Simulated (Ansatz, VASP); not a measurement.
**One calculation of KF, two programs**

```
K F
1.0
     3.65993    0.00000    0.00000
    -1.82997    3.16960    0.00000
     0.00000    0.00000    6.47881
K F
2 2
Direct
  0.00000 0.00000 0.00000
  0.00000 0.00000 0.50000
  0.33333 0.66667 0.25000
  0.66667 0.33333 0.75000
```

Alike in both runs: task single point; functional r2SCAN; k mesh 6 × 6 × 4; no spin polarisation.

```csv
,VASP,Ansatz
version,VASP 6.6.1,Ansatz 0.2.0
potentials or method,"VASP PAW PBE potentials, release 64 (K_sv, F)","plane waves, PAW"
plane-wave cutoff (eV),520,500
occupations,"gaussian, width 0.01 eV",fixed
valence electrons in the cell,32,32
```

|  | VASP | Ansatz | Ansatz less VASP |
| --- | --- | --- | --- |
| gap on the k mesh at the Fermi level (eV) | 6.87 | 6.87 | +0.001 |
| pressure (GPa) | 0.0 | 0.0 | +0.03 |

VASP's potentials were made for PBE, not for r2SCAN.
